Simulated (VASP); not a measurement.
# P (P6_3/mmc) in VASP: further runs

P is run at these levels: r2SCAN; tasks: single point, relaxation of cell and atoms.

Program: VASP 6.6.1. These are calculated values, not measurements. Logs are shortened: lines on timing, memory, paths and dates and some standing lists are left out, and cuts for length are marked.

### 1 The cell of the first run

Symmetry: P6_3/mmc, No. 194, hexagonal system. Conventional cell: a = 3.262 Å, b = 3.262 Å, c = 3.246 Å, α = 90.00°, β = 90.00°, γ = 120.00°. P (site symmetry -6m2) has 14 P at 2.49 to 3.26 Å within 3.3 Å.

This isn't the form of P at room conditions, which is orthorhombic.

### 2 Single point, r2SCAN

POSCAR reads:

```
P
1.0
    3.2617279678      0.0000000000      0.0000000000
   -1.6308639839      2.8247392804      0.0000000000
    0.0000000000      0.0000000000      3.2460190386
P
2
Direct
    0.3333333333      0.6666666667      0.2500000000
    0.6666666667      0.3333333333      0.7500000000
```

INCAR.step1 reads:

```
PREC = Accurate ; ENCUT = 520
ISMEAR = 0 ; SIGMA = 0.02
LREAL = False ; LASPH = True
NELM = 100 ; NBANDS = 12
GGA = PE ; ALGO = Normal
EDIFF = 1E-4 ; LWAVE = True
LCHARG = False
```

INCAR.step2 reads:

```
PREC = Accurate ; ENCUT = 520
EDIFF = 1E-6 ; ISMEAR = 0
SIGMA = 0.02 ; LREAL = False
LASPH = True ; NELM = 100
ALGO = Normal ; ISIF = 2
LWAVE = False ; LCHARG = True
METAGGA = R2SCAN ; LMIXTAU = True
LELF = True ; LVHAR = True
NBANDS = 12 ; ISTART = 1
```

KPOINTS reads:

```
regular mesh
0
Gamma
  8 8 5
```

Potentials or basis: VASP PAW PBE potentials, release 64 (P).

Command:

```
$ cat potpaw_PBE.64/P/POTCAR > POTCAR
$ cp INCAR.step1 INCAR
$ mpirun -np 1 vasp_std > vasp.out
$ cp INCAR.step2 INCAR
$ mpirun -np 1 vasp_std > vasp.out
```

OUTCAR:

```text
PREC = Accurate
   ENCUT = 520
   EDIFF = 1E-6
   ISMEAR = 0
   LREAL = False
   LASPH = True
   NELM = 100
   ISIF = 2
   METAGGA = R2SCAN
   ISTART = 1

 ion  position               nearest neighbor table
   1  0.333  0.667  0.250-   2 2.49   2 2.49   2 2.49   2 2.49   2 2.49   2 2.49
   2  0.667  0.333  0.750-   1 2.49   1 2.49   1 2.49   1 2.49   1 2.49   1 2.49

  LATTYP: Found a hexagonal cell.
 ALAT       =     3.2617279678
 C/A-ratio  =     0.9951838629

  Lattice vectors:

 A1 = (   3.2617279678,   0.0000000000,   0.0000000000)
 A2 = (  -1.6308639839,   2.8247392804,   0.0000000000)
 A3 = (   0.0000000000,   0.0000000000,   3.2460190386)

Analysis of symmetry for initial positions (statically):
=====================================================================
 Subroutine PRICEL returns:
 Original cell was already a primitive cell.

 Routine SETGRP: Setting up the symmetry group for a
 hexagonal supercell.

 Subroutine GETGRP returns: Found 24 space group operations
 (whereof 12 operations were pure point group operations)
 out of a pool of 24 trial point group operations.

The static configuration has the point symmetry D_3d.
 The point group associated with its full space group is D_6h.

Analysis of symmetry for dynamics (positions and initial velocities):
=====================================================================
 Subroutine PRICEL returns:
 Original cell was already a primitive cell.

 Routine SETGRP: Setting up the symmetry group for a
 hexagonal supercell.

 Subroutine GETGRP returns: Found 24 space group operations
 (whereof 12 operations were pure point group operations)
 out of a pool of 24 trial point group operations.

The dynamic configuration has the point symmetry D_3d.
 The point group associated with its full space group is D_6h.

 Subroutine INISYM returns: Found 24 space group operations
 (whereof 12 operations are pure point group operations),
 and found     1 'primitive' translations

----------------------------------------------------------------------------------------

                                     Primitive cell

  volume of cell :      29.9073

  direct lattice vectors                    reciprocal lattice vectors
     3.261727968  0.000000000  0.000000000     0.306585960  0.177007486  0.000000000
    -1.630863984  2.824739280  0.000000000     0.000000000  0.354014973  0.000000000
     0.000000000  0.000000000  3.246019039     0.000000000  0.000000000  0.308069666

  length of vectors
     3.261727968  3.261727968  3.246019039     0.354014973  0.354014973  0.308069666

  position of ions in fractional coordinates (direct lattice)
     0.333333333  0.666666667  0.250000000
     0.666666667  0.333333333  0.750000000

  ion indices of the primitive-cell ions
   primitive index   ion index
                 1           1
                 2           2

----------------------------------------------------------------------------------------

 KPOINTS: regular mesh

Automatic generation of k-mesh.
 Grid dimensions read from file:
 generate k-points for:    8    8    5

 Generating k-lattice:

  Cartesian coordinates                     Fractional coordinates (reciprocal lattice)
     0.038323245  0.022125936  0.000000000     0.125000000  0.000000000  0.000000000
     0.000000000  0.044251872  0.000000000     0.000000000  0.125000000  0.000000000
     0.000000000  0.000000000  0.061613933     0.000000000  0.000000000  0.200000000

  Length of vectors
     0.044251872  0.044251872  0.061613933

  Shift w.r.t. Gamma in fractional coordinates (k-lattice)
     0.000000000  0.000000000  0.000000000

 Subroutine IBZKPT returns following result:
 ===========================================

 Found     30 irreducible k-points:

 Following reciprocal coordinates:
            Coordinates               Weight
  0.000000  0.000000  0.000000      1.000000
  0.125000 -0.000000  0.000000      6.000000
  0.250000 -0.000000  0.000000      6.000000
  0.375000  0.000000  0.000000      6.000000
  0.500000 -0.000000  0.000000      3.000000
  0.125000  0.125000  0.000000      6.000000
[... 16 lines left out ...]
  0.250000 -0.000000  0.400000     12.000000
  0.375000  0.000000  0.400000     12.000000
 [... further k-points ...]
   k-points           NKPTS =     30   k-points in BZ     NKDIM =     30   number of bands    NBANDS=     12
   number of dos      NEDOS =    301   number of ions     NIONS =      2
   total plane-waves  NPLWV =  13824
   dimension x,y,z NGX =    24 NGY =   24 NGZ =   24
   dimension x,y,z NGXF=    48 NGYF=   48 NGZF=   48
   ions per type =               2
   NGX,Y,Z   is equivalent  to a cutoff of  12.23, 12.23, 12.29 a.u.
   NGXF,Y,Z  is equivalent  to a cutoff of  24.46, 24.46, 24.58 a.u.
 SYSTEM =  unknown system
   PREC   = accura    normal or accurate (medium, high low for compatibility)
   ISTART =      1    job   : 0-new  1-cont  2-samecut
   ICHARG =      0    charge: 1-file 2-atom 10-const
   ISPIN  =      1    spin polarized calculation?
   LNONCOLLINEAR =      F non collinear calculations
   LSORBIT =      F    spin-orbit coupling
   LASPH  =      T    aspherical Exc in radial PAW
   ENCUT  =  520.0 eV  38.22 Ry    6.18 a.u.   6.06  6.06  6.04*2*pi/ulx,y,z
   NELM   =    100;   NELMIN=  2; NELMDL=  0     # of ELM steps
   EDIFF  = 0.1E-05   stopping-criterion for ELM
   LREAL  =      F    real-space projection
   EDIFFG = 0.1E-04   stopping-criterion for IOM
   NSW    =      0    number of steps for IOM
   IBRION =     -1    ionic relax: 0-MD 1-quasi-New 2-CG
   NFREE  =      0    steps in history (QN), initial steepest desc. (CG)
   ISIF   =      2    stress and relaxation
   ISYM   =      2    0-nonsym 1-usesym 2-fastsym
   POTIM  = 0.5000    time-step for ionic-motion
   TEBEG  =    0.0;   TEEND  =   0.0 temperature during run
   PSTRESS=    0.0 pullay stress
   NELECT =      10.0000    total number of electrons
   NUPDOWN=      -1.0000    fix difference up-down
   EMIN   =  10.00;   EMAX   =-10.00  energy-range for DOS
   EFERMI =   0.00;   METHOD = LEGACY
   ISMEAR =     0;   SIGMA  =   0.02  broadening in eV -4-tet -1-fermi 0-gaus
   EFERMI_NEDOS =   21; number of points for ismear=-14 and -15
   IALGO  =     38    algorithm
   IMIX   =      4    mixing-type and parameters
     AMIX     =   0.40;   BMIX     =  1.00
     AMIX_MAG =   1.60;   BMIX_MAG =  1.00
  volume/ion in A,a.u.               =      14.95       100.91
  Fermi-wavevector in a.u.,A,eV,Ry     =   1.136272  2.147243 17.566684  1.291115
  Thomas-Fermi vector in A             =   2.272977
   LORBIT       =      0    0 simple, 1 ext, 2 COOP (PROOUT), +10 PAW based schemes
   METAGGA = R2SCAN    functional components
   LHFCALC =     F    Hartree Fock is set to
   AEXX    =    0.0000 exact exchange contribution
   IVDW    =     0    specifies the selected vdW correction
   LEPSILON=     F    determine dielectric tensor
   LRPA    =     F    only Hartree local field effects (RPA)
 non-spin polarized calculation
 Gauss-broadening in eV      SIGMA  =   0.02
  energy-cutoff  :      520.00
  volume of cell :       29.91
 maximum number of plane-waves:       818
   NGX = 13   NGY = 13   NGZ = 13

 number of electron       9.9999997 magnetization

 Free energy of the ion-electron system (eV)
  ---------------------------------------------------
  ext. energy  EPLUGINS =         0.00000000
  ---------------------------------------------------
  free energy    TOTEN  =       -16.95344449 eV

  energy without entropy =      -16.95305292  energy(sigma->0) =      -16.95324871

 E-fermi :   9.2962     XC(G=0): -11.7755

 val. band max:        9.2902145056   @ k =   0.3750   0.1250   0.0000
 cond. band min:       9.3286696108   @ k =   0.0000   0.0000   0.2000
 fundamental gap:      0.0384551052
 Fermi energy:         9.2962352557

 k-point     1 :       0.0000    0.0000    0.0000
  band No.  band energies     occupation
      1      -7.8577      2.00000
      2       4.8333      2.00000
      3       5.8716      2.00000
      4       7.5482      2.00000
      5       7.5482      2.00000
      6      11.7979      0.00000
      7      11.7979      0.00000
      8      12.6716      0.00000
      9      18.0611      0.00000
     10      19.0607      0.00000
     11      21.4557      0.00000
     12      21.4557      0.00000

 k-point     2 :       0.1250   -0.0000    0.0000
  band No.  band energies     occupation
      1      -7.5862      2.00000
      2       4.5550      2.00000
      3       5.0787      2.00000
      4       6.9564      2.00000
      5       7.4569      2.00000
      6      11.3744      0.00000
      7      12.7397      0.00000
      8      14.1568      0.00000
      9      16.4519      0.00000
     10      19.3243      0.00000
     11      20.9232      0.00000
     12      21.6980      0.00000

 k-point     3 :       0.2500   -0.0000    0.0000
  band No.  band energies     occupation
      1      -6.7849      2.00000
      2       1.8969      2.00000
      3       5.7990      2.00000
      4       6.0052      2.00000
      5       7.7263      2.00000
      6      10.7394      0.00000
      7      13.9210      0.00000
      8      14.5272      0.00000
      9      16.2190      0.00000
     10      18.4541      0.00000
     11      19.9979      0.00000
     12      21.4654      0.00000
[... 286 lines left out ...]
 k-point    23 :       0.2500   -0.0000    0.4000
  band No.  band energies     occupation
      1      -4.5701      2.00000
      2      -1.8777      2.00000
      3       4.4544      2.00000
      4       6.9616      2.00000
      5       8.0543      2.00000
      6      10.5026      0.00000
      7      12.1221      0.00000
      8      14.2871      0.00000
      9      18.5252      0.00000
     10      19.1224      0.00000
     11      20.5846      0.00000
     12      21.6307      0.00000

 k-point    24 :       0.3750    0.0000    0.4000
  band No.  band energies     occupation
      1      -3.3579      2.00000
      2      -0.8784      2.00000
      3       2.0372      2.00000
      4       4.4543      2.00000
      5       7.4173      2.00000
      6       9.9648      0.00000
      7      11.3676      0.00000
      8      13.7944      0.00000
      9      20.4063      0.00000
     10      22.0789      0.00000
     11      22.6174      0.00000
     12      24.4198      0.00000

 [... further k-points ...]

------------------------ aborting loop because EDIFF is reached ----------------------------------------

  FORCE on cell =-STRESS in cart. coord.  units (eV):
  Direction    XX          YY          ZZ          XY          YZ          ZX
  --------------------------------------------------------------------------------------
  -------------------------------------------------------------------------------------
  Total       -0.0378012     -0.0378012     -0.1029095      0.0000000      0.0000000      0.0000000
  in kB       -2.0250648     -2.0250648     -5.5130120      0.0000000      0.0000000      0.0000000
  external PRESSURE =      -3.1877139 kB  Pullay stress =       0.0000000 kB

 VOLUME and BASIS-vectors are now :
 -----------------------------------------------------------------------------
  energy-cutoff  :      520.00
  volume of cell :       29.91
      direct lattice vectors                 reciprocal lattice vectors
     3.261727968  0.000000000  0.000000000     0.306585960  0.177007486  0.000000000
    -1.630863984  2.824739280  0.000000000     0.000000000  0.354014973  0.000000000
     0.000000000  0.000000000  3.246019039     0.000000000  0.000000000  0.308069666

 POSITION                                       TOTAL-FORCE (eV/Angst)
 -----------------------------------------------------------------------------------
     -0.00000      1.88316      0.81150        -0.000000      0.000000      0.000000
      1.63086      0.94158      2.43451         0.000000     -0.000000      0.000000
 -----------------------------------------------------------------------------------
    total drift:                               -0.000000      0.000000      0.000000

  FREE ENERGIE OF THE ION-ELECTRON SYSTEM (eV)
  ---------------------------------------------------
  free  energy   TOTEN  =       -16.9534444894 eV

  energy  without entropy=      -16.9530529242  energy(sigma->0) =      -16.95324871
```

Run time: 9.9 s. Hardware: 1 thread of Intel Xeon 6975P-C (Granite Rapids), shared host; peak memory 0.14 GiB.

What came out:

| Item | Value |
| --- | --- |
| Free energy | -16.9534 eV |
| Pressure | -0.3 GPa |
| Band gap on the k mesh | zero (bands 5 and 6 overlap by 4.43 eV) |

Levels at points of the mesh, in eV from the Fermi level:
| k point | band 2 | band 3 | band 4 | band 5 | band 6 | band 7 | band 8 | band 9 |
| --- | --- | --- | --- | --- | --- | --- | --- | --- |
| (0.00, 0.00, 0.00) | -4.46 | -3.42 | -1.75 | -1.75 | 2.50 | 2.50 | 3.38 | 8.76 |
| (0.50, 0.00, 0.00) | -11.50 | -4.20 | -1.54 | -1.47 | 1.04 | 2.95 | 3.49 | 6.94 |

Caveat: the k points lie up to 0.39 Å⁻¹ apart, too coarse for converged energies and pressures of a metal; the PAW data sets were made with another functional, which shifts forces and pressure a little.

### 3 Single point, r2SCAN

POSCAR reads:

```
P
1.0
    3.2882499709      0.0000000000      0.0000000000
   -1.6441249854      2.8477080088      0.0000000000
    0.0000000000      0.0000000000      3.1906007986
P
2
Direct
    0.3333333333      0.6666666667      0.2500000000
    0.6666666667      0.3333333333      0.7500000000
```

INCAR.step1 reads:

```
SYSTEM = P
ALGO     = Normal         ! electronic algorithm
EDIFF    = 1E-4           ! SCF threshold, eV
ENCUT    = 520            ! plane-wave cutoff, eV
GGA      = PE             ! functional
ISMEAR   = 0              ! smearing method
LASPH    = .True.         ! aspherical terms in the spheres
LCHARG   = .False.        ! write CHGCAR
LREAL    = .False.        ! projectors in reciprocal space
LWAVE    = .True.         ! write WAVECAR
NBANDS   = 12             ! bands
NELM     = 80             ! most SCF steps
PREC     = Accurate       ! precision mode
SIGMA    = 0.02           ! smearing width, eV
```

INCAR.step2 reads:

```
SYSTEM = P
ALGO     = Normal         ! electronic algorithm
EDIFF    = 1E-6           ! SCF threshold, eV
ENCUT    = 520            ! plane-wave cutoff, eV
ISIF     = 2              ! what is computed and relaxed
ISMEAR   = 0              ! smearing method
ISTART   = 1            
LASPH    = .True.         ! aspherical terms in the spheres
LCHARG   = .True.         ! write CHGCAR
LELF     = .True.         ! ELF
LMIXTAU  = .True.       
LREAL    = .False.        ! projectors in reciprocal space
LVHAR    = .True.       
LWAVE    = .False.        ! write WAVECAR
METAGGA  = R2SCAN         ! meta-GGA
NBANDS   = 12             ! bands
NELM     = 80             ! most SCF steps
PREC     = Accurate       ! precision mode
SIGMA    = 0.02           ! smearing width, eV
```

KPOINTS reads:

```
k-points
0
Gamma
  7 7 6
  0 0 0
```

Potentials or basis: VASP PAW PBE potentials, release 64 (P).

Command:

```
$ cat potpaw_PBE.64/P/POTCAR > POTCAR
$ cp INCAR.step1 INCAR
$ mpirun -np 1 vasp_std > vasp.out
$ cp INCAR.step2 INCAR
$ mpirun -np 1 vasp_std > vasp.out
```

It took 10 s on 1 thread of Intel Xeon 6975P-C (Granite Rapids), shared host; peak memory 0.13 GiB.

Results (log left out):

```yaml
Free_energy: -16.9294 eV
Pressure: -0.3 GPa
Band_gap_on_the_k_mesh: zero (bands 5 and 6 overlap by 5.59 eV)
```

Stress tensor (GPa, compression positive):
```
-0.28  0.00  0.00
 0.00 -0.28  0.00
 0.00  0.00 -0.46
```

Levels at points of the mesh, in eV from the Fermi level:
| k point | band 2 | band 3 | band 4 | band 5 | band 6 | band 7 | band 8 | band 9 |
| --- | --- | --- | --- | --- | --- | --- | --- | --- |
| (0.00, 0.00, 0.00) | -4.18 | -3.21 | -2.08 | -2.08 | 2.26 | 2.26 | 3.11 | 8.71 |
| (0.00, 0.00, 0.50) | -13.64 | 0.90 | 0.90 | 0.90 | 0.90 | 3.39 | 3.39 | 7.45 |

Caveat: the PAW data sets were made with another functional, which shifts forces and pressure a little.

(Part 1 of 2 ends here.)
